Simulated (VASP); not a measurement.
# SiC (P6_3mc) in VASP: notebook, part 2 of 2

VASP 6.6.1.

## 3. Single point, LDA (volume 10.144 Å^3 an atom, c/a of the conventional cell 1.5149)

The input, INCAR:

```
  PREC = Accurate
  ENCUT = 520
  EDIFF = 1E-7
  ISMEAR = 0
  SIGMA = 0.05
  LREAL = F
  LASPH = T
  NELM = 80
  ALGO = Normal
  ISIF = 2
  LWAVE = F
  LCHARG = F
  NBANDS = 16
```

The input, KPOINTS:

```
regular mesh
0
Gamma
  12 12 6
```

The input, POSCAR:

```
SiC
1.0
    3.1389399476      0.0000000000      0.0000000000
   -1.5694699738      2.7184017355      0.0000000000
    0.0000000000      0.0000000000      4.7551801266
Si C
2 2
Direct
    0.3333333333      0.6666666667     -0.0009596401
    0.6666666667      0.3333333333      0.4990403599
    0.3333333333      0.6666666667      0.3859596401
    0.6666666667      0.3333333333      0.8859596401
```

Potentials or basis: VASP PAW LDA potentials, release 64 (Si, C).

On the command line:

```sh
> cat potpaw_LDA.64/Si/POTCAR potpaw_LDA.64/C/POTCAR > POTCAR
> mpirun -np 1 vasp_std > vasp.out
```

OUTCAR:

```text
PREC = Accurate
   ENCUT = 520
   EDIFF = 1E-7
   ISMEAR = 0
   LREAL = F
   LASPH = T
   NELM = 80
   ISIF = 2

 ion  position               nearest neighbor table
   1  0.333  0.667  0.999-   3 1.84   4 1.89   4 1.89   4 1.89   2 2.99   2 2.99   2 2.99   2 2.99
                             2 2.99   2 2.99
   2  0.667  0.333  0.499-   4 1.84   3 1.89   3 1.89   3 1.89   1 2.99   1 2.99   1 2.99   1 2.99
                             1 2.99   1 2.99
   3  0.333  0.667  0.386-   1 1.84   2 1.89   2 1.89   2 1.89
   4  0.667  0.333  0.886-   2 1.84   1 1.89   1 1.89   1 1.89

  LATTYP: Found a hexagonal cell.
 ALAT       =     3.1389399476
 C/A-ratio  =     1.5149000000

  Lattice vectors:

 A1 = (   3.1389399476,   0.0000000000,   0.0000000000)
 A2 = (  -1.5694699738,   2.7184017355,   0.0000000000)
 A3 = (   0.0000000000,   0.0000000000,   4.7551801266)

Analysis of symmetry for initial positions (statically):
=====================================================================
 Subroutine PRICEL returns:
 Original cell was already a primitive cell.

 Routine SETGRP: Setting up the symmetry group for a
 hexagonal supercell.

 Subroutine GETGRP returns: Found 12 space group operations
 (whereof  6 operations were pure point group operations)
 out of a pool of 24 trial point group operations.

The static configuration has the point symmetry C_3v.
 The point group associated with its full space group is C_6v.

Analysis of symmetry for dynamics (positions and initial velocities):
=====================================================================
 Subroutine PRICEL returns:
 Original cell was already a primitive cell.

 Routine SETGRP: Setting up the symmetry group for a
 hexagonal supercell.

 Subroutine GETGRP returns: Found 12 space group operations
 (whereof  6 operations were pure point group operations)
 out of a pool of 24 trial point group operations.

The dynamic configuration has the point symmetry C_3v.
 The point group associated with its full space group is C_6v.

 Subroutine INISYM returns: Found 12 space group operations
 (whereof  6 operations are pure point group operations),
 and found     1 'primitive' translations

----------------------------------------------------------------------------------------

                                     Primitive cell

  volume of cell :      40.5755

  direct lattice vectors                    reciprocal lattice vectors
     3.138939948  0.000000000  0.000000000     0.318578889  0.183931607  0.000000000
    -1.569469974  2.718401736  0.000000000     0.000000000  0.367863214  0.000000000
     0.000000000  0.000000000  4.755180127     0.000000000  0.000000000  0.210296976

  length of vectors
     3.138939948  3.138939948  4.755180127     0.367863214  0.367863214  0.210296976

  position of ions in fractional coordinates (direct lattice)
     0.333333333  0.666666667  0.999040360
     0.666666667  0.333333333  0.499040360
     0.333333333  0.666666667  0.385959640
     0.666666667  0.333333333  0.885959640

  ion indices of the primitive-cell ions
   primitive index   ion index
                 1           1
                 2           2
                 3           3
                 4           4

----------------------------------------------------------------------------------------

 KPOINTS: regular mesh

Automatic generation of k-mesh.
 Grid dimensions read from file:
 generate k-points for:   12   12    6

 Generating k-lattice:

  Cartesian coordinates                     Fractional coordinates (reciprocal lattice)
     0.026548241  0.015327634  0.000000000     0.083333333  0.000000000  0.000000000
     0.000000000  0.030655268  0.000000000     0.000000000  0.083333333  0.000000000
     0.000000000  0.000000000  0.035049496     0.000000000  0.000000000  0.166666667

  Length of vectors
     0.030655268  0.030655268  0.035049496

  Shift w.r.t. Gamma in fractional coordinates (k-lattice)
     0.000000000  0.000000000  0.000000000

 Subroutine IBZKPT returns following result:
 ===========================================

 Found     76 irreducible k-points:

 Following reciprocal coordinates:
            Coordinates               Weight
  0.000000  0.000000  0.000000      1.000000
  0.083333  0.000000  0.000000      6.000000
  0.166667  0.000000  0.000000      6.000000
  0.250000  0.000000  0.000000      6.000000
  0.333333  0.000000  0.000000      6.000000
  0.416667  0.000000  0.000000      6.000000
[... 16 lines left out ...]
  0.250000  0.000000  0.166667     12.000000
  0.333333  0.000000  0.166667     12.000000
 [... further k-points ...]
   k-points           NKPTS =     76   k-points in BZ     NKDIM =     76   number of bands    NBANDS=     16
   number of dos      NEDOS =    301   number of ions     NIONS =      4
   total plane-waves  NPLWV =  20736
   dimension x,y,z NGX =    24 NGY =   24 NGZ =   36
   dimension x,y,z NGXF=    48 NGYF=   48 NGZF=   72
   ions per type =               2   2
   NGX,Y,Z   is equivalent  to a cutoff of  12.71, 12.71, 12.59 a.u.
   NGXF,Y,Z  is equivalent  to a cutoff of  25.42, 25.42, 25.17 a.u.
 SYSTEM =  unknown system
   PREC   = accura    normal or accurate (medium, high low for compatibility)
   ISTART =      0    job   : 0-new  1-cont  2-samecut
   ICHARG =      2    charge: 1-file 2-atom 10-const
   ISPIN  =      1    spin polarized calculation?
   LNONCOLLINEAR =      F non collinear calculations
   LSORBIT =      F    spin-orbit coupling
   LASPH  =      T    aspherical Exc in radial PAW
   ENCUT  =  520.0 eV  38.22 Ry    6.18 a.u.   5.84  5.84  8.84*2*pi/ulx,y,z
   NELM   =     80;   NELMIN=  2; NELMDL= -5     # of ELM steps
   EDIFF  = 0.1E-06   stopping-criterion for ELM
   LREAL  =      F    real-space projection
   EDIFFG = 0.1E-05   stopping-criterion for IOM
   NSW    =      0    number of steps for IOM
   IBRION =     -1    ionic relax: 0-MD 1-quasi-New 2-CG
   NFREE  =      0    steps in history (QN), initial steepest desc. (CG)
   ISIF   =      2    stress and relaxation
   ISYM   =      2    0-nonsym 1-usesym 2-fastsym
   POTIM  = 0.5000    time-step for ionic-motion
   TEBEG  =    0.0;   TEEND  =   0.0 temperature during run
   PSTRESS=    0.0 pullay stress
   NELECT =      16.0000    total number of electrons
   NUPDOWN=      -1.0000    fix difference up-down
   EMIN   =  10.00;   EMAX   =-10.00  energy-range for DOS
   EFERMI =   0.00;   METHOD = LEGACY
   ISMEAR =     0;   SIGMA  =   0.05  broadening in eV -4-tet -1-fermi 0-gaus
   EFERMI_NEDOS =   21; number of points for ismear=-14 and -15
   IALGO  =     38    algorithm
   IMIX   =      4    mixing-type and parameters
     AMIX     =   0.40;   BMIX     =  1.00
     AMIX_MAG =   1.60;   BMIX_MAG =  1.00
  volume/ion in A,a.u.               =      10.14        68.45
  Fermi-wavevector in a.u.,A,eV,Ry     =   1.200495  2.268606 19.608550  1.441188
  Thomas-Fermi vector in A             =   2.336329
   LORBIT       =      0    0 simple, 1 ext, 2 COOP (PROOUT), +10 PAW based schemes
   GGA     = CA    functional components
   LHFCALC =     F    Hartree Fock is set to
   AEXX    =    0.0000 exact exchange contribution
   IVDW    =     0    specifies the selected vdW correction
   LEPSILON=     F    determine dielectric tensor
   LRPA    =     F    only Hartree local field effects (RPA)
 non-spin polarized calculation
 Gauss-broadening in eV      SIGMA  =   0.05
  energy-cutoff  :      520.00
  volume of cell :       40.58
 maximum number of plane-waves:      1106
 NGX is ok and might be reduce to    24
   NGX = 11   NGY = 11   NGZ = 17

 number of electron      16.0000001 magnetization

 Free energy of the ion-electron system (eV)
  ---------------------------------------------------
  ext. energy  EPLUGINS =         0.00000000
  ---------------------------------------------------
  free energy    TOTEN  =       -33.01009363 eV

  energy without entropy =      -33.01009363  energy(sigma->0) =      -33.01009363

 E-fermi :   9.1199     XC(G=0): -11.6278

 val. band max:        8.8795945115   @ k =   0.0000   0.0000   0.0000
 cond. band min:      10.4877569249   @ k =   0.5000   0.0000   0.0000
 fundamental gap:      1.6081624134
 Fermi energy:         9.1199040735

 k-point     1 :       0.0000    0.0000    0.0000
  band No.  band energies     occupation
      1      -7.2071      2.00000
      2      -2.8813      2.00000
      3      -0.0763      2.00000
      4       6.5412      2.00000
      5       6.5412      2.00000
      6       8.2656      2.00000
[... 433 lines left out ...]
      3       0.9287      2.00000
      4       2.9420      2.00000
      5       3.7519      2.00000
      6       5.0795      2.00000
[... 8 lines left out ...]
     15      19.9804      0.00000
     16      20.2658      0.00000

 [... further k-points ...]
[... 5 lines left out ...]
  --------------------------------------------------------------------------------------
  -------------------------------------------------------------------------------------
  Total       -3.1244165     -3.1244165      6.5710543      0.0000000      0.0000000      0.0000000
  in kB     -123.3717960   -123.3717960    259.4669320      0.0000000      0.0000000      0.0000000
  external PRESSURE =       4.2411133 kB  Pullay stress =       0.0000000 kB

 VOLUME and BASIS-vectors are now :
 -----------------------------------------------------------------------------
  energy-cutoff  :      520.00
  volume of cell :       40.58
      direct lattice vectors                 reciprocal lattice vectors
     3.138939948  0.000000000  0.000000000     0.318578889  0.183931607  0.000000000
    -1.569469974  2.718401736  0.000000000     0.000000000  0.367863214  0.000000000
     0.000000000  0.000000000  4.755180127     0.000000000  0.000000000  0.210296976

 POSITION                                       TOTAL-FORCE (eV/Angst)
 -----------------------------------------------------------------------------------
     -0.00000      1.81227      4.75062        -0.000000      0.000000     -0.002935
      1.56947      0.90613      2.37303         0.000000     -0.000000     -0.002935
     -0.00000      1.81227      1.83531         0.000000      0.000000      0.002935
      1.56947      0.90613      4.21290         0.000000     -0.000000      0.002935
 -----------------------------------------------------------------------------------
    total drift:                               -0.000000      0.000000     -0.000281

  FREE ENERGIE OF THE ION-ELECTRON SYSTEM (eV)
  ---------------------------------------------------
  free  energy   TOTEN  =       -33.0100936325 eV

  energy  without entropy=      -33.0100936325  energy(sigma->0) =      -33.01009363
```

OSZICAR:

```text
N       E                     dE             d eps       ncg     rms          rms(c)
DAV:   1     0.235936295279E+02    0.23594E+02   -0.71587E+03  2440   0.895E+02
DAV:   2    -0.346815041313E+02   -0.58275E+02   -0.53112E+02  3544   0.162E+02
DAV:   3    -0.372583737715E+02   -0.25769E+01   -0.25661E+01  3216   0.310E+01
DAV:   4    -0.372786587716E+02   -0.20285E-01   -0.20282E-01  3056   0.342E+00
DAV:   5    -0.372788749155E+02   -0.21614E-03   -0.21613E-03  3184   0.329E-01    0.131E+01
DAV:   6    -0.331773393913E+02    0.41015E+01   -0.71496E+00  3128   0.166E+01    0.605E+00
DAV:   7    -0.330569251179E+02    0.12041E+00   -0.12571E+00  3496   0.658E+00    0.249E+00
DAV:   8    -0.330158783304E+02    0.41047E-01   -0.68756E-02  2768   0.158E+00    0.705E-01
DAV:   9    -0.330100235271E+02    0.58548E-02   -0.87023E-03  3176   0.640E-01    0.120E-01
DAV:  10    -0.330100881833E+02   -0.64656E-04   -0.67744E-04  2808   0.163E-01    0.632E-02
DAV:  11    -0.330100949356E+02   -0.67524E-05   -0.22508E-05  3272   0.342E-02    0.213E-02
DAV:  12    -0.330100941278E+02    0.80788E-06   -0.41805E-06  3112   0.133E-02    0.903E-03
DAV:  13    -0.330100936076E+02    0.52021E-06   -0.16948E-06  3248   0.807E-03    0.135E-03
DAV:  14    -0.330100936325E+02   -0.24986E-07   -0.12046E-07  1696   0.244E-03
   1 F= -.33010094E+02 E0= -.33010094E+02  d E =-.303324E-14
```

stdout:

```text
POSCAR found type information on POSCAR SiC
 POSCAR found :  2 types and       4 ions
 scaLAPACK will be used
 LDA part: xc-table for (Slater(with rela. corr.)+CA(PZ))
 , standard interpolation
 POSCAR, INCAR and KPOINTS ok, starting setup
 FFT: planning ... GRIDC
 FFT: planning ... GRID_SOFT
 FFT: planning ... GRID
 WAVECAR not read
 entering main loop
```

Wall time 1.7 min (1 thread of AMD EPYC 7R13, shared host); peak memory 0.13 GiB.

What came out:

| Item | Value |
| --- | --- |
| Free energy | -33.0101 eV |
| Pressure | 0.4 GPa |
| Band gap on the k mesh | 1.61 eV, indirect (least direct gap 3.18 eV) |

Forces on the atoms (eV/Å):
```
Si   0.000  0.000 -0.003
Si   0.000  0.000 -0.003
C    0.000  0.000  0.003
C    0.000  0.000  0.003
```

Stress tensor (GPa, compression positive):
```
-12.34   0.00   0.00
  0.00 -12.34   0.00
  0.00   0.00  25.95
```

 A k mesh can miss the band edges.
